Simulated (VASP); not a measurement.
A run of VASP 6.6.1:

INCAR

```
SYSTEM = Na2HF
PREC = Accurate
ENCUT = 520
EDIFF = 1E-6
ISMEAR = 0
SIGMA = 0.1
LREAL = .FALSE.
LASPH = .TRUE.
NELM = 100
ALGO = Normal
ISIF = 2
LWAVE = .FALSE.
LCHARG = .FALSE.
GGA = PE
NBANDS = 19
```

Contents of KPOINTS:

```
regular mesh
0
G
  6 6 4
  0 0 0
```

POSCAR

```
Na2HF
1.0
    3.2928786155      0.0000000000      0.0000000000
   -1.6464393077      2.8517165326      0.0000000000
    0.0000000000      0.0000000000      5.7996617312
Na H F
2 1 1
Direct
    0.6666666667      0.3333333333      0.2547478448
    0.6666666667      0.3333333333      0.7452521552
    0.0000000000      0.0000000000      0.0000000000
    0.3333333333      0.6666666667      0.5000000000
```

Potentials or basis: VASP PAW PBE potentials, release 64 (Na_pv, H, F).

Run with:

```bash
$ cat potpaw_PBE.64/Na_pv/POTCAR potpaw_PBE.64/H/POTCAR potpaw_PBE.64/F/POTCAR > POTCAR
$ mpirun -np 1 vasp_std > vasp.out
```

Hardware: 1 thread of Intel(R) Xeon(R) 6975P-C (Granite Rapids), with other jobs on the host.

How long does it take, and how much memory?

Wall time 7.3 s on 1 thread of Intel(R) Xeon(R) 6975P-C (Granite Rapids), on a shared host, peak memory 0.17 GiB. Counts: scf iterations 13, k points 21.
